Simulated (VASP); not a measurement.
# LiBr (Fm-3m) in VASP: a series of runs

LiBr is run at these levels: r2SCAN; tasks: single point.

All numbers are computed with VASP 6.6.1; they aren't measurements. Logs are shortened: lines on timing, memory, paths and dates and some standing lists are left out, and cuts for length are marked.

### 1 The cell of the first run

Symmetry: Fm-3m, No. 225, cubic system. The conventional cell has a = 5.424 Å, b = 5.424 Å, c = 5.424 Å, α = 90.00°, β = 90.00°, γ = 90.00°. Li (site symmetry m-3m) has 6 Br at 2.71 Å within 3.6 Å. Br (site symmetry m-3m) has 6 Li at 2.71 Å within 3.6 Å.

### 2 Single point, r2SCAN (volume changed by -3%)

Contents of POSCAR:

```
LiBr
1.0
    0.0000000000      2.7118907722      2.7118907722
    2.7118907722      0.0000000000      2.7118907722
    2.7118907722      2.7118907722      0.0000000000
Li Br
1 1
Direct
    0.0000000000      0.0000000000      0.0000000000
    0.5000000000      0.5000000000      0.5000000000
```

Contents of INCAR.step1:

```
ALGO = Normal
EDIFF = 1E-5
ENCUT = 830
GGA = PE
GGA_COMPAT = False
ISMEAR = 0
LASPH = True
LCHARG = False
LREAL = False
LWAVE = True
NBANDS = 12
NELM = 120
PREC = Accurate
SIGMA = 0.01
```

Contents of INCAR.step2:

```
ALGO = Normal
EDIFF = 1E-6
ENCUT = 830
GGA_COMPAT = False
ISIF = 2
ISMEAR = 0
ISTART = 1
LASPH = True
LCHARG = False
LMIXTAU = True
LREAL = False
LWAVE = False
METAGGA = R2SCAN
NBANDS = 12
NELM = 120
PREC = Accurate
SIGMA = 0.01
```

Contents of KPOINTS:

```
k-points
0
Gamma
  6 6 6
```

Potentials or basis: VASP PAW PBE potentials, release 64 (Li_sv, Br).

The run is started by

```
$ cat potpaw_PBE.64/Li_sv/POTCAR potpaw_PBE.64/Br/POTCAR > POTCAR
$ cp INCAR.step1 INCAR
$ mpirun -np 1 vasp_std > vasp.out
$ cp INCAR.step2 INCAR
$ mpirun -np 1 vasp_std > vasp.out
```

OUTCAR:

```text
EDIFF = 1E-6
   ENCUT = 830
   ISIF = 2
   ISMEAR = 0
   ISTART = 1
   LASPH = True
   LREAL = False
   METAGGA = R2SCAN
   NELM = 120
   PREC = Accurate

 ion  position               nearest neighbor table
   1  0.000  0.000  0.000-
   2  0.500  0.500  0.500-

  LATTYP: Found a face centered cubic cell.
 ALAT       =     5.4237815444

  Lattice vectors:

 A1 = (   0.0000000000,   2.7118907722,   2.7118907722)
 A2 = (   2.7118907722,   0.0000000000,   2.7118907722)
 A3 = (   2.7118907722,   2.7118907722,   0.0000000000)

Analysis of symmetry for initial positions (statically):
=====================================================================
 Subroutine PRICEL returns:
 Original cell was already a primitive cell.

 Routine SETGRP: Setting up the symmetry group for a
 face centered cubic supercell.

 Subroutine GETGRP returns: Found 48 space group operations
 (whereof 48 operations were pure point group operations)
 out of a pool of 48 trial point group operations.

The static configuration has the point symmetry O_h .

Analysis of symmetry for dynamics (positions and initial velocities):
=====================================================================
 Subroutine PRICEL returns:
 Original cell was already a primitive cell.

 Routine SETGRP: Setting up the symmetry group for a
 face centered cubic supercell.

 Subroutine GETGRP returns: Found 48 space group operations
 (whereof 48 operations were pure point group operations)
 out of a pool of 48 trial point group operations.

The dynamic configuration has the point symmetry O_h .

 Subroutine INISYM returns: Found 48 space group operations
 (whereof 48 operations are pure point group operations),
 and found     1 'primitive' translations

----------------------------------------------------------------------------------------

                                     Primitive cell

  volume of cell :      39.8884

  direct lattice vectors                    reciprocal lattice vectors
     0.000000000  2.711890772  2.711890772    -0.184373207  0.184373207  0.184373207
     2.711890772  0.000000000  2.711890772     0.184373207 -0.184373207  0.184373207
     2.711890772  2.711890772  0.000000000     0.184373207  0.184373207 -0.184373207

  length of vectors
     3.835192710  3.835192710  3.835192710     0.319343763  0.319343763  0.319343763

  position of ions in fractional coordinates (direct lattice)
     0.000000000  0.000000000  0.000000000
     0.500000000  0.500000000  0.500000000

  ion indices of the primitive-cell ions
   primitive index   ion index
                 1           1
                 2           2

----------------------------------------------------------------------------------------

 KPOINTS: k-points

Automatic generation of k-mesh.
 Grid dimensions read from file:
 generate k-points for:    6    6    6

 Generating k-lattice:

  Cartesian coordinates                     Fractional coordinates (reciprocal lattice)
    -0.030728868  0.030728868  0.030728868     0.166666667  0.000000000  0.000000000
     0.030728868 -0.030728868  0.030728868     0.000000000  0.166666667  0.000000000
     0.030728868  0.030728868 -0.030728868     0.000000000  0.000000000  0.166666667

  Length of vectors
     0.053223960  0.053223960  0.053223960

  Shift w.r.t. Gamma in fractional coordinates (k-lattice)
     0.000000000  0.000000000  0.000000000

 Subroutine IBZKPT returns following result:
 ===========================================

 Found     16 irreducible k-points:

 Following reciprocal coordinates:
            Coordinates               Weight
  0.000000  0.000000  0.000000      1.000000
  0.166667  0.000000  0.000000      8.000000
  0.333333  0.000000  0.000000      8.000000
  0.500000  0.000000  0.000000      4.000000
  0.166667  0.166667  0.000000      6.000000
  0.333333  0.166667  0.000000     24.000000
[... 8 lines left out ...]
 -0.333333  0.333333  0.166667     24.000000
 -0.333333  0.500000  0.166667     12.000000
   k-points           NKPTS =     16   k-points in BZ     NKDIM =     16   number of bands    NBANDS=     12
   number of dos      NEDOS =    301   number of ions     NIONS =      2
   total plane-waves  NPLWV =  46656
   dimension x,y,z NGX =    36 NGY =   36 NGZ =   36
   dimension x,y,z NGXF=    72 NGYF=   72 NGZF=   72
   ions per type =               1   1
   NGX,Y,Z   is equivalent  to a cutoff of  15.61, 15.61, 15.61 a.u.
   NGXF,Y,Z  is equivalent  to a cutoff of  31.21, 31.21, 31.21 a.u.
 SYSTEM =  unknown system
   PREC   = accura    normal or accurate (medium, high low for compatibility)
   ISTART =      1    job   : 0-new  1-cont  2-samecut
   ICHARG =      0    charge: 1-file 2-atom 10-const
   ISPIN  =      1    spin polarized calculation?
   LNONCOLLINEAR =      F non collinear calculations
   LSORBIT =      F    spin-orbit coupling
   LASPH  =      T    aspherical Exc in radial PAW
   ENCUT  =  830.0 eV  61.00 Ry    7.81 a.u.   9.01  9.01  9.01*2*pi/ulx,y,z
   NELM   =    120;   NELMIN=  2; NELMDL=  0     # of ELM steps
   EDIFF  = 0.1E-05   stopping-criterion for ELM
   LREAL  =      F    real-space projection
   EDIFFG = 0.1E-04   stopping-criterion for IOM
   NSW    =      0    number of steps for IOM
   IBRION =     -1    ionic relax: 0-MD 1-quasi-New 2-CG
   NFREE  =      0    steps in history (QN), initial steepest desc. (CG)
   ISIF   =      2    stress and relaxation
   ISYM   =      2    0-nonsym 1-usesym 2-fastsym
   POTIM  = 0.5000    time-step for ionic-motion
   TEBEG  =    0.0;   TEEND  =   0.0 temperature during run
   PSTRESS=    0.0 pullay stress
   NELECT =      10.0000    total number of electrons
   NUPDOWN=      -1.0000    fix difference up-down
   EMIN   =  10.00;   EMAX   =-10.00  energy-range for DOS
   EFERMI =   0.00;   METHOD = LEGACY
   ISMEAR =     0;   SIGMA  =   0.01  broadening in eV -4-tet -1-fermi 0-gaus
   EFERMI_NEDOS =   21; number of points for ismear=-14 and -15
   IALGO  =     38    algorithm
   IMIX   =      4    mixing-type and parameters
     AMIX     =   0.40;   BMIX     =  1.00
     AMIX_MAG =   1.60;   BMIX_MAG =  1.00
  volume/ion in A,a.u.               =      19.94       134.59
  Fermi-wavevector in a.u.,A,eV,Ry     =   1.032268  1.950704 14.498070  1.065578
  Thomas-Fermi vector in A             =   2.166458
   LORBIT       =      0    0 simple, 1 ext, 2 COOP (PROOUT), +10 PAW based schemes
   METAGGA = R2SCAN    functional components
   LHFCALC =     F    Hartree Fock is set to
   AEXX    =    0.0000 exact exchange contribution
   IVDW    =     0    specifies the selected vdW correction
   LEPSILON=     F    determine dielectric tensor
   LRPA    =     F    only Hartree local field effects (RPA)
 non-spin polarized calculation
 Gauss-broadening in eV      SIGMA  =   0.01
  energy-cutoff  :      830.00
  volume of cell :       39.89
 maximum number of plane-waves:      2200
   NGX = 17   NGY = 17   NGZ = 17

 number of electron      10.0000001 magnetization

 Free energy of the ion-electron system (eV)
  ---------------------------------------------------
  ext. energy  EPLUGINS =         0.00000000
  ---------------------------------------------------
  free energy    TOTEN  =       -19.15128706 eV

  energy without entropy =      -19.15128706  energy(sigma->0) =      -19.15128706

 E-fermi :   0.4138     XC(G=0):  -8.9865

 val. band max:        0.2370117090   @ k =   0.0000   0.0000   0.0000
 cond. band min:       6.3244707727   @ k =   0.0000   0.0000   0.0000
 fundamental gap:      6.0874590637
 Fermi energy:         0.4137958321

 k-point     1 :       0.0000    0.0000    0.0000
  band No.  band energies     occupation
      1     -45.4459      2.00000
      2     -13.8161      2.00000
      3       0.2370      2.00000
      4       0.2370      2.00000
      5       0.2370      2.00000
      6       6.3245      0.00000
      7      11.4846      0.00000
      8      11.4846      0.00000
      9      11.4846      0.00000
     10      13.8842      0.00000
     11      13.8842      0.00000
     12      13.8842      0.00000

 k-point     2 :       0.1667    0.0000    0.0000
  band No.  band energies     occupation
      1     -45.4455      2.00000
      2     -13.6904      2.00000
      3      -0.7371      2.00000
      4       0.1558      2.00000
      5       0.1558      2.00000
      6       7.0577      0.00000
      7      10.6702      0.00000
      8      11.0910      0.00000
      9      11.0910      0.00000
     10      12.7013      0.00000
     11      12.7013      0.00000
     12      14.3448      0.00000

 k-point     3 :       0.3333    0.0000    0.0000
  band No.  band energies     occupation
      1     -45.4449      2.00000
      2     -13.4181      2.00000
      3      -2.2140      2.00000
      4       0.0069      2.00000
      5       0.0069      2.00000
      6       6.9690      0.00000
      7       9.6563      0.00000
      8       9.6563      0.00000
      9      12.0622      0.00000
     10      14.6738      0.00000
     11      14.6738      0.00000
     12      14.9009      0.00000
[... 166 lines left out ...]
 k-point    15 :      -0.3333    0.3333    0.1667
  band No.  band energies     occupation
      1     -45.4443      2.00000
      2     -13.1067      2.00000
      3      -2.3520      2.00000
      4      -1.6672      2.00000
      5      -0.6657      2.00000
      6       8.7970      0.00000
      7       9.0446      0.00000
      8      10.9272      0.00000
      9      11.3925      0.00000
     10      14.6356      0.00000
     11      15.6954      0.00000
     12      18.3841      0.00000

 k-point    16 :      -0.3333    0.5000    0.1667
  band No.  band energies     occupation
      1     -45.4442      2.00000
      2     -13.0480      2.00000
      3      -2.4974      2.00000
      4      -1.5894      2.00000
      5      -0.9881      2.00000
      6       8.3372      0.00000
      7       9.2632      0.00000
      8      11.1243      0.00000
      9      11.9245      0.00000
     10      14.8570      0.00000
     11      16.9162      0.00000
     12      18.8011      0.00000

------------------------ aborting loop because EDIFF is reached ----------------------------------------

  FORCE on cell =-STRESS in cart. coord.  units (eV):
  Direction    XX          YY          ZZ          XY          YZ          ZX
  --------------------------------------------------------------------------------------
  -------------------------------------------------------------------------------------
  Total        0.1244843      0.1244843      0.1244843      0.0000000      0.0000000      0.0000000
  in kB        5.0000979      5.0000979      5.0000979      0.0000000      0.0000000      0.0000000
  external PRESSURE =       5.0000979 kB  Pullay stress =       0.0000000 kB

 VOLUME and BASIS-vectors are now :
 -----------------------------------------------------------------------------
  energy-cutoff  :      830.00
  volume of cell :       39.89
      direct lattice vectors                 reciprocal lattice vectors
     0.000000000  2.711890772  2.711890772    -0.184373207  0.184373207  0.184373207
     2.711890772  0.000000000  2.711890772     0.184373207 -0.184373207  0.184373207
     2.711890772  2.711890772  0.000000000     0.184373207  0.184373207 -0.184373207

 POSITION                                       TOTAL-FORCE (eV/Angst)
 -----------------------------------------------------------------------------------
      0.00000      0.00000      0.00000         0.000000      0.000000     -0.000000
      2.71189      2.71189      2.71189        -0.000000     -0.000000      0.000000
 -----------------------------------------------------------------------------------
    total drift:                                0.000000      0.000000      0.000000

  FREE ENERGIE OF THE ION-ELECTRON SYSTEM (eV)
  ---------------------------------------------------
  free  energy   TOTEN  =       -19.1512870601 eV

  energy  without entropy=      -19.1512870601  energy(sigma->0) =      -19.15128706
```

It took 52 s on 1 thread of Intel Xeon Platinum 8375C at 2.90GHz (Ice Lake), shared host; peak memory 0.22 GiB.

What came out:

```yaml
Free_energy: -19.1513 eV
Pressure: 0.5 GPa
Band_gap_on_the_k_mesh: 6.09 eV, direct
```

Levels at points of the mesh, in eV from the valence-band top:
```csv
k point,band 3,band 4,band 5,band 6,band 7,band 8
"(0.00, 0.00, 0.00)",0.00,0.00,0.00,6.09,11.25,11.25
"(0.50, 0.00, 0.00)",-3.08,-0.30,-0.30,6.42,8.89,8.89
"(0.50, 0.50, 0.00)",-3.11,-1.24,-1.24,7.16,7.68,13.10
```

Caveat: the cell differs from its parent crystal (volume changed by -3%); the PAW data sets were made with another functional, which shifts forces and pressure a little.

### 3 Single point, r2SCAN

This run uses another cell than the first one, of 20.56 Å³/atom, 1.031 times its volume.

Contents of POSCAR:

```
LiBr
1.0
    0.0000000000      2.7395650384      2.7395650384
    2.7395650384      0.0000000000      2.7395650384
    2.7395650384      2.7395650384      0.0000000000
Li Br
1 1
Direct
    0.0000000000      0.0000000000      0.0000000000
    0.5000000000      0.5000000000      0.5000000000
```

Contents of INCAR.step1:

```
SYSTEM = LiBr
PREC     = Accurate       ! precision mode
ENCUT    = 830            ! plane-wave cutoff, eV
ISMEAR   = 0              ! smearing method
SIGMA    = 0.01           ! smearing width, eV
LREAL    = .FALSE.        ! projectors in reciprocal space
LASPH    = .TRUE.         ! aspherical terms in the spheres
NELM     = 120            ! most SCF steps
NBANDS   = 12             ! bands
GGA      = PE             ! functional
ALGO     = Normal         ! electronic algorithm
EDIFF    = 1E-5           ! SCF threshold, eV
LWAVE    = .TRUE.         ! write WAVECAR
LCHARG   = .FALSE.        ! write CHGCAR
GGA_COMPAT= .FALSE.
```

Contents of INCAR.step2:

```
SYSTEM = LiBr
PREC     = Accurate       ! precision mode
ENCUT    = 830            ! plane-wave cutoff, eV
EDIFF    = 1E-6           ! SCF threshold, eV
ISMEAR   = 0              ! smearing method
SIGMA    = 0.01           ! smearing width, eV
LREAL    = .FALSE.        ! projectors in reciprocal space
LASPH    = .TRUE.         ! aspherical terms in the spheres
NELM     = 120            ! most SCF steps
ALGO     = Normal         ! electronic algorithm
ISIF     = 2              ! what is computed and relaxed
LWAVE    = .FALSE.        ! write WAVECAR
LCHARG   = .FALSE.        ! write CHGCAR
METAGGA  = R2SCAN         ! meta-GGA
LMIXTAU  = .TRUE.       
NBANDS   = 12             ! bands
ISTART   = 1            
GGA_COMPAT= .FALSE.
```

Contents of KPOINTS:

```
regular mesh
0
G
  6 6 6
  0 0 0
```

Potentials or basis: VASP PAW PBE potentials, release 64 (Li_sv, Br).

The run is started by

```
$ cat potpaw_PBE.64/Li_sv/POTCAR potpaw_PBE.64/Br/POTCAR > POTCAR
$ cp INCAR.step1 INCAR
$ mpirun -np 1 vasp_std > vasp.out
$ cp INCAR.step2 INCAR
$ mpirun -np 1 vasp_std > vasp.out
```

Wall time 51 s (1 thread of Intel Xeon Platinum 8375C at 2.90GHz (Ice Lake), shared host); peak memory 0.23 GiB.

It converged, with:

```
Free energy            : -19.1510 eV
Pressure               : -0.4 GPa
Band gap on the k mesh : 5.93 eV, direct
```

Levels at points of the mesh, in eV from the valence-band top:
| k point | band 3 | band 4 | band 5 | band 6 | band 7 | band 8 |
| --- | --- | --- | --- | --- | --- | --- |
| (0.00, 0.00, 0.00) | 0.00 | 0.00 | 0.00 | 5.93 | 11.23 | 11.23 |
| (0.50, 0.00, 0.00) | -2.94 | -0.28 | -0.28 | 6.40 | 8.89 | 8.89 |
| (0.50, 0.50, 0.00) | -2.96 | -1.18 | -1.18 | 7.11 | 7.73 | 12.82 |

Caveat: the PAW data sets were made with another functional, which shifts forces and pressure a little. A k mesh can miss the band edges.

### 4 Single point, r2SCAN (volume changed by +3%)

Contents of POSCAR:

```
LiBr
1.0
    0.0000000000      2.7666912089      2.7666912089
    2.7666912089      0.0000000000      2.7666912089
    2.7666912089      2.7666912089      0.0000000000
Li Br
1 1
Direct
    0.0000000000      0.0000000000      0.0000000000
    0.5000000000      0.5000000000      0.5000000000
```

Contents of INCAR.step1:

```
SYSTEM = LiBr
PREC = Accurate
ENCUT = 830
ISMEAR = 0
SIGMA = 0.01
LREAL = .FALSE.
LASPH = .TRUE.
NELM = 120
NBANDS = 12
GGA = PE
ALGO = Normal
EDIFF = 1E-5
LWAVE = .TRUE.
LCHARG = .FALSE.
GGA_COMPAT = .FALSE.
```

Contents of INCAR.step2:

```
SYSTEM = LiBr
PREC = Accurate
ENCUT = 830
EDIFF = 1E-6
ISMEAR = 0
SIGMA = 0.01
LREAL = .FALSE.
LASPH = .TRUE.
NELM = 120
ALGO = Normal
ISIF = 2
LWAVE = .FALSE.
LCHARG = .FALSE.
METAGGA = R2SCAN
LMIXTAU = .TRUE.
NBANDS = 12
ISTART = 1
GGA_COMPAT = .FALSE.
```

Contents of KPOINTS:

```
Automatic mesh
0
G
  6 6 6
  0 0 0
```

The run is started by

```
$ cat potpaw_PBE.64/Li_sv/POTCAR potpaw_PBE.64/Br/POTCAR > POTCAR
$ cp INCAR.step1 INCAR
$ mpirun -np 1 vasp_std > vasp.out
$ cp INCAR.step2 INCAR
$ mpirun -np 1 vasp_std > vasp.out
```

Run time: 80 s. Hardware: 1 thread of Intel Xeon Platinum 8375C at 2.90GHz (Ice Lake), shared host; peak memory 0.26 GiB.

Results (log left out):

* Free energy: -19.1447 eV
* Pressure: -1.2 GPa
* Band gap on the k mesh: 5.79 eV, direct

Levels at points of the mesh, in eV from the valence-band top:
```csv
k point,band 2,band 3,band 4,band 5,band 6,band 7,band 8,band 9
"(0.00, 0.00, 0.00)",-13.84,0.00,0.00,0.00,5.79,11.20,11.20,11.20
"(0.50, 0.00, 0.00)",-13.37,-2.82,-0.27,-0.27,6.37,8.88,8.88,12.80
"(0.50, 0.50, 0.00)",-13.18,-2.82,-1.12,-1.12,7.07,7.77,12.56,13.52
```

Caveat: the cell differs from its parent crystal (volume changed by +3%); the PAW data sets were made with another functional, which shifts forces and pressure a little.

[end of part 1 of 2]
